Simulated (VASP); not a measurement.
Runs of VASP 6.6.1 on LiH. The structure is hexagonal, space group P6_3/mmc (No. 194). Conventional cell: a = 3.255 Å, b = 3.255 Å, c = 4.069 Å, α = 90.00°, β = 90.00°, γ = 120.00°. Li (site symmetry -6m2) has 5 H at 1.88 to 2.03 Å within 2.5 Å. H (site symmetry -6m2) has 5 Li at 1.88 to 2.03 Å within 2.5 Å. 

```csv
level,k mesh,grid for exact exchange (PRECFOCK),share of exact exchange,screening parameter,gap on the mesh (eV)
r2SCAN,9 × 9 × 6,-,-,-,2.30
HSE06,6 × 6 × 4,Normal,0.25,0.2079 1/Å,(a)
r2SCAN,12 × 12 × 6,-,-,-,2.30
PBE,9 × 9 × 6,-,-,-,1.83
```

Alike in all rows: task single point; potentials or basis VASP PAW PBE potentials, release 64 (Li_sv, H); no spin polarisation; cell as given; cutoff (eV) 520; smearing gaussian 0.01 eV.

Q: Estimate the missing entries.

A: (a) 2.74.

A k mesh can miss the band edges.
